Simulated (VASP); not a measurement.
The system is K2S.

```
CELL_PARAMETERS angstrom
0.00000 3.73063 3.73063
3.73063 0.00000 3.73063
3.73063 3.73063 0.00000
ATOMIC_POSITIONS crystal
K 0.25000 0.25000 0.25000
K 0.75000 0.75000 0.75000
S 0.00000 0.00000 0.00000
```

| Item | Value |
| --- | --- |
| Program | VASP 6.6.1 |
| Task | relaxation of cell and atoms |
| Functional | PBEsol |
| Potentials or basis | VASP PAW PBE potentials, release 64 (K_sv, S) |
| Cutoff | 500 eV |
| k mesh | 6 × 6 × 6 |
| Occupations | fermi-dirac, width 0.02 eV |
| Spin | no spin polarisation |

At the start: pressure -0.9 GPa; volume 34.61 Å³/atom.

Where does the relaxation end?

Over 3 steps the energy falls by 4.6 meV/atom and the volume is 33.02 Å³/atom (-4.6 %); space group Fm-3m (No. 225, to 0.1 Å) before and after.

The path:
```
step  energy change (eV)  largest force (eV/Å)  pressure (GPa)  volume (Å³)
   1              0.0000                0.0000           -0.87       103.84
   2             -0.0111                0.0000           -0.40       101.05
   3             -0.0137                0.0000           -0.02        99.06
```

Final structure:
```xyz
3
Lattice="0.0000 3.6725 3.6725 3.6725 0.0000 3.6725 3.6725 3.6725 0.0000" Properties=species:S:1:pos:R:3 pbc="T T T"
K     1.8362    1.8362    1.8362
K     5.5087    5.5087    5.5087
S     0.0000    0.0000    0.0000
```

Caveat: the PAW data sets were made with another functional, which shifts forces and pressure a little.
